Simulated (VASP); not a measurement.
# Ta (Immm) in VASP: further runs, part 2 of 2

VASP 6.6.1.

## Step 5: Single point, PBE (normal strain along x +0.0275, normal strain along z -0.1125)

INCAR

```
SYSTEM = Ta
ALGO = Fast ; EDIFF = 1E-6
ENCUT = 520 ; GGA = PE
ISIF = 2 ; ISMEAR = 0
LASPH = .True. ; LCHARG = .False.
LREAL = .False. ; LWAVE = .False.
NBANDS = 12 ; NELM = 80
PREC = Accurate ; SIGMA = 0.15
```

KPOINTS

```
k-points
0
Gamma
  18 18 18
  0 0 0
```

POSCAR

```
Ta
1.0
   -1.7051193670      1.6594835689      1.4727916674
    1.7051193670     -1.6594835689      1.4727916674
    1.7051193670      1.6594835689     -1.4727916674
Ta
1
Direct
    0.0000000000      0.0000000000      0.0000000000
```

Potentials or basis: VASP PAW PBE potentials, release 64 (Ta_pv).

Launch:

```
cat potpaw_PBE.64/Ta_pv/POTCAR > POTCAR
mpirun -np 1 vasp_std > vasp.out
```

OUTCAR:

```text
SYSTEM = Ta
   EDIFF = 1E-6
   ENCUT = 520
   GGA = PE
   ISIF = 2
   ISMEAR = 0
   LASPH = .True.
   LREAL = .False.
   NELM = 80
   PREC = Accurate

 ion  position               nearest neighbor table
   1  0.000  0.000  0.000-

  LATTYP: Found a body centered orthorhombic cell.
 ALAT       =     2.9455833348
 B/A-ratio  =     1.1267605634
 C/A-ratio  =     1.1577464788

  Lattice vectors:

 A1 = (  -1.7051193670,   1.6594835689,  -1.4727916674)
 A2 = (  -1.7051193670,  -1.6594835689,   1.4727916674)
 A3 = (   1.7051193670,   1.6594835689,   1.4727916674)

Analysis of symmetry for initial positions (statically):
=====================================================================
 Subroutine PRICEL returns:
 Original cell was already a primitive cell.

 Routine SETGRP: Setting up the symmetry group for a
 body centered orthorhombic supercell.

 Subroutine GETGRP returns: Found  8 space group operations
 (whereof  8 operations were pure point group operations)
 out of a pool of  8 trial point group operations.

The static configuration has the point symmetry D_2h.

Analysis of symmetry for dynamics (positions and initial velocities):
[... 170 lines left out ...]
      3     -26.5767      2.00000
      4      -2.0676      2.00000
      5       5.7345      2.00000
      6       7.5709      0.00000
      7       7.8817      0.00000
      8       8.8600      0.00000
      9      11.6033      0.00000
     10      20.6128      0.00000
     11      21.0668      0.00000
     12      23.5740      0.00000
[... 331 lines left out ...]
 k-point    24 :      -0.2778    0.0556    0.0000
  band No.  band energies     occupation
      1     -27.4015      2.00000
      2     -26.9031      2.00000
      3     -26.6859      2.00000
      4       0.5991      2.00000
      5       4.9172      2.00000
      6       6.1888      1.34486
      7       9.5118      0.00000
      8      10.1581      0.00000
      9      10.9057      0.00000
     10      21.0906      0.00000
     11      21.7394      0.00000
     12      25.2143      0.00000

 [... further k-points ...]

------------------------ aborting loop because EDIFF is reached ----------------------------------------

  FORCE on cell =-STRESS in cart. coord.  units (eV):
  Direction    XX          YY          ZZ          XY          YZ          ZX
  --------------------------------------------------------------------------------------
  -------------------------------------------------------------------------------------
  Total        1.7721310      2.1654820      3.4832251      0.0000000      0.0000000      0.0000000
  in kB      170.3245902    208.1306862    334.7827495      0.0000000      0.0000000      0.0000000
  external PRESSURE =     237.7460086 kB  Pullay stress =       0.0000000 kB

 VOLUME and BASIS-vectors are now :
 -----------------------------------------------------------------------------
  energy-cutoff  :      520.00
  volume of cell :       16.67
      direct lattice vectors                 reciprocal lattice vectors
    -1.705119367  1.659483569  1.472791667     0.000000000  0.301298554  0.339491329
     1.705119367 -1.659483569  1.472791667     0.293234603  0.000000000  0.339491329
     1.705119367  1.659483569 -1.472791667     0.293234603  0.301298554  0.000000000

 POSITION                                       TOTAL-FORCE (eV/Angst)
 -----------------------------------------------------------------------------------
      0.00000      0.00000      0.00000         0.000000     -0.000000      0.000000
 -----------------------------------------------------------------------------------
    total drift:                               -0.000000      0.000000      0.000000

  FREE ENERGIE OF THE ION-ELECTRON SYSTEM (eV)
  ---------------------------------------------------
  free  energy   TOTEN  =       -11.6449159847 eV

  energy  without entropy=      -11.6331203144  energy(sigma->0) =      -11.63901815
```

OSZICAR:

```text
N       E                     dE             d eps       ncg     rms          rms(c)
DAV:   1     0.615590517373E+02    0.61559E+02   -0.61159E+03 20816   0.888E+02
DAV:   2    -0.110563741932E+02   -0.72615E+02   -0.70767E+02 23072   0.248E+02
DAV:   3    -0.120399083459E+02   -0.98353E+00   -0.97500E+00 24744   0.273E+01
DAV:   4    -0.120422440693E+02   -0.23357E-02   -0.23354E-02 22708   0.146E+00
DAV:   5    -0.120422505770E+02   -0.65077E-05   -0.65075E-05 24576   0.742E-02    0.155E+01
RMM:   6    -0.117444758198E+02    0.29777E+00   -0.19608E-01 22120   0.378E+00    0.788E+00
RMM:   7    -0.116453359717E+02    0.99140E-01   -0.22732E-01 23568   0.400E+00    0.342E-01
RMM:   8    -0.116448462348E+02    0.48974E-03   -0.91397E-03 25555   0.951E-01    0.265E-01
RMM:   9    -0.116449400995E+02   -0.93865E-04   -0.95746E-04 26308   0.320E-01    0.519E-02
RMM:  10    -0.116449195715E+02    0.20528E-04   -0.11878E-04 26564   0.111E-01    0.875E-03
RMM:  11    -0.116449157964E+02    0.37751E-05   -0.19762E-05 25906   0.445E-02    0.470E-03
RMM:  12    -0.116449159847E+02   -0.18831E-06   -0.30631E-06 22192   0.160E-02
   1 F= -.11644916E+02 E0= -.11639018E+02  d E =-.117957E-01
```

stdout:

```text
POSCAR found type information on POSCAR Ta
 POSCAR found :  1 types and       1 ions
 scaLAPACK will be used
 LDA part: xc-table for (Slater+PW92), standard interpolation
 POSCAR, INCAR and KPOINTS ok, starting setup
 FFT: planning ... GRIDC
 FFT: planning ... GRID_SOFT
 FFT: planning ... GRID
 WAVECAR not read
 entering main loop
WARNING in EDDRMM: call to ZHEGV failed, returncode =   8  4     11
```

It took 3.1 min on 1 thread of Intel Xeon 8259CL, shared host; peak memory 0.28 GiB.

What came out:

| Quantity | Value |
| --- | --- |
| Free energy | -11.6449 eV |
| Pressure | 23.8 GPa |
| Band gap on the k mesh | zero (an odd number of electrons rules out a gap without spin polarisation) |

Caveat: the cell differs from its parent crystal (normal strain along x +0.0275, normal strain along z -0.1125); the stress differs along the axes, from 17 to 33 GPa; spin-orbit coupling is left out, which moves the levels of the heavy elements.

## Step 6: The runs side by side

| cell | gap on the mesh (eV) | pressure (GPa) |
| --- | --- | --- |
| a = 2.859 Å, angles 104.5, 109.0, 115.1°, 1 atom | none | 6.3 |
| a = 2.860 Å, angles 113.5, 109.1, 106.0°, 1 atom | none | 4.8 |
| a = 2.778 Å, angles 109.0, 106.6, 112.9°, 1 atom | none | 26.1 |
| a = 2.798 Å, angles 104.9, 107.3, 116.5°, 1 atom | none | 23.8 |

Alike in all rows: task single point; level PBE; potentials or basis VASP PAW PBE potentials, release 64 (Ta_pv); no spin polarisation; k mesh 18 × 18 × 18; cutoff (eV) 520; smearing gaussian 0.15 eV.

Caveats: spin-orbit coupling is left out, which moves the levels of the heavy elements; the stress differs along the axes, from 0 to 12 GPa (at least some runs); the stress differs along the axes, from 0 to 9 GPa (at least some runs); the stress differs along the axes, from 21 to 32 GPa (at least some runs); the stress differs along the axes, from 17 to 33 GPa (at least some runs).

Absolute energies hang on the potentials; compare differences alone.
